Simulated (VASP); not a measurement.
# W16F (a cell with a defect) in VASP: further runs

Runs on W16F (a cell with a defect). Level: LDA. Tasks: single point.

Program: VASP 6.6.1. These are calculated values, not measurements. Logs are shortened: lines on timing, memory, paths and dates and some standing lists are left out, and cuts for length are marked.

### Step 1. The cell of the first run

The cell holds a defect, 17 atoms: a = 6.320 Å, b = 6.320 Å, c = 6.320 Å, α = 90.00°, β = 90.00°, γ = 90.00°.

### Step 2. Single point, LDA

Contents of INCAR:

```
SYSTEM = W16F
ALGO = Normal
EDIFF = 1E-6
ENCUT = 520
GGA_COMPAT = .False.
ISIF = 2
ISMEAR = -1
LASPH = .True.
LCHARG = .False.
LREAL = .False.
LWAVE = .False.
NBANDS = 130
NELM = 120
PREC = Accurate
SIGMA = 0.1
```

Contents of KPOINTS:

```
k-points
0
Gamma
  2 2 2
  0 0 0
```

Contents of POSCAR:

```
W16F
1.0
    6.3200000000      0.0000000000      0.0000000000
    0.0000000000      6.3200000000      0.0000000000
    0.0000000000      0.0000000000      6.3200000000
W F
16 1
Direct
    0.0276898734      0.0221677215      0.0288449367
    0.5258702532      0.0261234177     -0.0166613924
   -0.0187816456      0.5087500000     -0.0502848101
    0.0059493671      0.0020886076      0.4865348101
    0.2777056962      0.2374208861      0.2544303797
    0.5201107595      0.5122468354      0.0047310127
    0.5161867089      0.0130379747      0.4940506329
    0.7759810127      0.2592405063      0.2334018987
    0.0252215190      0.5392246835      0.4919620253
    0.3205696203      0.7665981013      0.2228797468
    0.2177848101      0.2536075949      0.7529905063
    0.5130696203      0.5099525316      0.5137974684
    0.7725632911      0.7606803797      0.2051898734
    0.7741772152      0.2605221519      0.7251107595
    0.2462816456      0.7506962025      0.7383544304
    0.7590031646      0.7591455696      0.7270253165
    0.1343512658      0.5121835443      0.2072943038
```

Potentials or basis: VASP PAW LDA potentials, release 64 (W_sv, F).

Command:

```
cat potpaw_LDA.64/W_sv/POTCAR potpaw_LDA.64/F/POTCAR > POTCAR
mpirun -np 1 vasp_std > vasp.out
```

OUTCAR:

```text
SYSTEM = W16F
   EDIFF = 1E-6
   ENCUT = 520
   ISIF = 2
   ISMEAR = -1
   LASPH = .True.
   LREAL = .False.
   NELM = 120
   PREC = Accurate

 ion  position               nearest neighbor table
   1  0.028  0.022  0.029-   5 2.53   8 2.54  13 2.56  11 2.57  10 2.75  15 2.87   4 2.90  14 2.92
                            16 3.05   3 3.13   2 3.16   2 3.18   3 3.30   4 3.43
   2  0.526  0.026  0.983-  10 2.58   8 2.68   5 2.68  13 2.69  14 2.71  16 2.76  11 2.82  15 2.92
                             6 3.08   7 3.09   1 3.16   1 3.18   7 3.23   6 3.25
   3  0.981  0.509  0.950-  17 1.89  14 2.49  11 2.53  16 2.54  13 2.62  15 2.63   8 2.72   9 2.91
                             6 2.93   1 3.13   5 3.19  10 3.20   1 3.30   6 3.42   9 3.44
   4  0.006  0.002  0.487-  14 2.66  16 2.67  11 2.67   8 2.70   5 2.70  15 2.71  13 2.77   1 2.90
                             9 2.93  10 2.99   7 3.10   7 3.23   9 3.40   1 3.43
   5  0.278  0.237  0.254-  17 1.98   1 2.53   7 2.56   2 2.68   4 2.70   6 2.80  12 2.80   9 2.90
                            10 2.99   8 3.15  11 3.18   8 3.18   3 3.19  11 3.19  10 3.36
   6  0.520  0.512  0.005-  10 2.46  13 2.57   8 2.69  16 2.79   5 2.80  15 2.85  14 2.87   3 2.93
                            11 2.98   2 3.08  12 3.10  12 3.22   2 3.25   3 3.42
   7  0.516  0.013  0.494-   5 2.56  10 2.63  16 2.66  14 2.69   8 2.80  15 2.84  13 2.92  11 2.92
                             2 3.09   4 3.10  12 3.14  12 3.18   4 3.23   2 3.23
   8  0.776  0.259  0.233-   1 2.54   2 2.68   6 2.69   4 2.70   3 2.72   7 2.80   9 2.88  12 2.90
                            14 3.11   5 3.15  13 3.16  13 3.17   5 3.18  14 3.21
   9  0.025  0.539  0.492-  17 1.93  15 2.48  16 2.64  11 2.73  14 2.79  13 2.79   8 2.88   5 2.90
                            10 2.91   3 2.91   4 2.93  12 3.09  12 3.25   4 3.40   3 3.44
  10  0.321  0.767  0.223-  17 2.00   6 2.46   2 2.58   7 2.63  12 2.74   1 2.75  13 2.86   9 2.91
                             4 2.99   5 2.99  15 3.10   3 3.20  15 3.29   5 3.36  13 3.47
  11  0.218  0.254  0.753-   3 2.53   1 2.57   4 2.67   9 2.73  14 2.81   2 2.82  12 2.90   7 2.92
                             6 2.98  15 3.15   5 3.18  15 3.18   5 3.19
  12  0.513  0.510  0.514-  16 2.59  14 2.64  15 2.68  10 2.74   5 2.80  11 2.90   8 2.90  13 3.00
                             9 3.09   6 3.10   7 3.14   7 3.18   6 3.22   9 3.25
  13  0.773  0.761  0.205-   1 2.56   6 2.57   3 2.62   2 2.69   4 2.77   9 2.79  10 2.86   7 2.92
                            12 3.00  16 3.02   8 3.16   8 3.17  16 3.30  10 3.47
  14  0.774  0.261  0.725-   3 2.49  12 2.64   4 2.66   7 2.69   2 2.71   9 2.79  11 2.81   6 2.87
                             1 2.92   8 3.11  16 3.15  16 3.17   8 3.21
  15  0.246  0.751  0.738-   9 2.48   3 2.63  12 2.68   4 2.71   7 2.84   6 2.85   1 2.87   2 2.92
                            16 3.08  10 3.10  11 3.15  11 3.18  16 3.24  10 3.29
  16  0.759  0.759  0.727-   3 2.54  12 2.59   9 2.64   7 2.66   4 2.67   2 2.76   6 2.79  13 3.02
                             1 3.05  15 3.08  14 3.15  14 3.17  15 3.24  13 3.30
  17  0.134  0.512  0.207-   3 1.89   9 1.93   5 1.98  10 2.00

  LATTYP: Found a simple cubic cell.
 ALAT       =     6.3200000000

  Lattice vectors:
[... 160 lines left out ...]
   EFERMI_NEDOS =   21; number of points for ismear=-14 and -15
   IALGO  =     38    algorithm
   IMIX   =      4    mixing-type and parameters
     AMIX     =   0.40;   BMIX     =  1.00
     AMIX_MAG =   1.60;   BMIX_MAG =  1.00
  volume/ion in A,a.u.               =      14.85       100.21
  Fermi-wavevector in a.u.,A,eV,Ry     =   1.589382  3.003497 34.370175  2.526137
  Thomas-Fermi vector in A             =   2.688240
   LORBIT       =      0    0 simple, 1 ext, 2 COOP (PROOUT), +10 PAW based schemes
   GGA     = CA    functional components
   LHFCALC =     F    Hartree Fock is set to
   AEXX    =    0.0000 exact exchange contribution
   IVDW    =     0    specifies the selected vdW correction
   LEPSILON=     F    determine dielectric tensor
   LRPA    =     F    only Hartree local field effects (RPA)
 non-spin polarized calculation
  energy-cutoff  :      520.00
  volume of cell :      252.44
 maximum number of plane-waves:      6859
 NGX is ok and might be reduce to    48
   NGX = 23   NGY = 23   NGZ = 23

 number of electron     230.9999998 magnetization

 Free energy of the ion-electron system (eV)
  ---------------------------------------------------
  ext. energy  EPLUGINS =         0.00000000
  ---------------------------------------------------
  free energy    TOTEN  =      -222.24092111 eV

  energy without entropy =     -221.93688850  energy(sigma->0) =     -222.08890480

 E-fermi :  11.6276     XC(G=0): -13.9461

 val. band max:       11.6105432936   @ k =   0.5000   0.5000   0.0000
 cond. band min:      11.6279324556   @ k =   0.0000   0.0000   0.5000
 fundamental gap:      0.0173891620
 Fermi energy:        11.6275762698

 k-point     1 :       0.0000    0.0000    0.0000
  band No.  band energies     occupation
      1     -62.0947      2.00000
      2     -62.0607      2.00000
      3     -61.9974      2.00000
      4     -61.9613      2.00000
      5     -61.8242      2.00000
      6     -61.8168      2.00000
[... 1029 lines left out ...]
    126      13.7373      0.00000
    127      13.8386      0.00000
 [bands above 127 left out]

------------------------ aborting loop because EDIFF is reached ----------------------------------------

  FORCE on cell =-STRESS in cart. coord.  units (eV):
  Direction    XX          YY          ZZ          XY          YZ          ZX
  --------------------------------------------------------------------------------------
  -------------------------------------------------------------------------------------
  Total       23.5385294     15.8161617     23.4412764     -0.0735013      0.9508975      3.5995706
  in kB      149.3958981    100.3830635    148.7786464     -0.4665032      6.0352190     22.8459930
  external PRESSURE =     132.8525360 kB  Pullay stress =       0.0000000 kB

 VOLUME and BASIS-vectors are now :
 -----------------------------------------------------------------------------
  energy-cutoff  :      520.00
  volume of cell :      252.44
      direct lattice vectors                 reciprocal lattice vectors
     6.320000000  0.000000000  0.000000000     0.158227848  0.000000000  0.000000000
     0.000000000  6.320000000  0.000000000     0.000000000  0.158227848  0.000000000
     0.000000000  0.000000000  6.320000000     0.000000000  0.000000000  0.158227848

 POSITION                                       TOTAL-FORCE (eV/Angst)
 -----------------------------------------------------------------------------------
      0.17500      0.14010      0.18230        -0.719079     -1.548251     -3.955635
      3.32350      0.16510      6.21470        -0.408521     -0.527744     -0.246142
      6.20130      3.21530      6.00220        -0.212056      0.924516     -1.395063
      0.03760      0.01320      3.07490         0.847996      0.567117      0.628361
      1.75510      1.50050      1.60800         1.578891     -1.158384      0.425263
      3.28710      3.23740      0.02990         0.591841     -1.574066     -2.852976
[... 9 lines left out ...]
      4.79690      4.79780      4.59480        -0.635506      1.071981      0.259861
      0.84910      3.23700      1.31010         1.106223      0.559664      0.707277
 -----------------------------------------------------------------------------------
    total drift:                               -0.000154      0.000293     -0.000502

  FREE ENERGIE OF THE ION-ELECTRON SYSTEM (eV)
  ---------------------------------------------------
  free  energy   TOTEN  =      -222.2409211083 eV

  energy  without entropy=     -221.9368884974  energy(sigma->0) =     -222.08890480
```

stdout:

```text
POSCAR found type information on POSCAR W F
 POSCAR found :  2 types and      17 ions
 scaLAPACK will be used
 -----------------------------------------------------------------------------
|                                                                             |
|                                                                             |
|     You have a (more or less) 'large supercell' and for larger cells it     |
|     might be more efficient to use real-space projection operators.         |
|     Therefore, try LREAL= Auto in the INCAR file.                           |
|     Mind: For very accurate calculation, you might also keep the            |
|     reciprocal projection scheme (i.e. LREAL=.FALSE.).                      |
|                                                                             |
 -----------------------------------------------------------------------------

 LDA part: xc-table for (Slater(with rela. corr.)+CA(PZ))
 , standard interpolation
 POSCAR, INCAR and KPOINTS ok, starting setup
 FFT: planning ... GRIDC
 FFT: planning ... GRID_SOFT
 FFT: planning ... GRID
 WAVECAR not read
 entering main loop
```

It took 11 min on 1 thread of Intel Xeon 8259CL, shared host; peak memory 0.36 GiB.

What came out:

| Item | Value |
| --- | --- |
| Free energy | -222.2409 eV |
| Pressure | 13.3 GPa |
| Largest force | 4.841 eV/Å |
| Band gap on the k mesh | zero (an odd number of electrons rules out a gap without spin polarisation) |

Forces in eV/Å, atoms in the order of the input:
```
W   -0.719 -1.548 -3.956
W   -0.409 -0.528 -0.246
W   -0.212  0.925 -1.395
W    0.848  0.567  0.628
W    1.579 -1.158  0.425
W    0.592 -1.574 -2.853
W    0.449 -0.198  0.294
W   -2.061  0.353  1.422
W   -2.468 -1.997  1.996
W   -1.464  2.667  1.945
W    4.682 -0.133 -1.220
W    0.313 -0.537 -1.820
W   -1.134  0.501  3.140
W   -2.562 -0.807  0.096
W    2.095  1.836  0.576
W   -0.636  1.072  0.260
F    1.106  0.560  0.707
```

Caveat: the k points lie up to 0.50 Å⁻¹ apart, too coarse for converged energies and pressures of a metal; the atoms stand as in a frame of molecular dynamics; spin-orbit coupling is left out, which moves the levels of the heavy elements; an odd number of electrons without spin polarisation forces a metal; a magnetic or distorted state may lie lower.

(Part 1 of 2 ends here.)
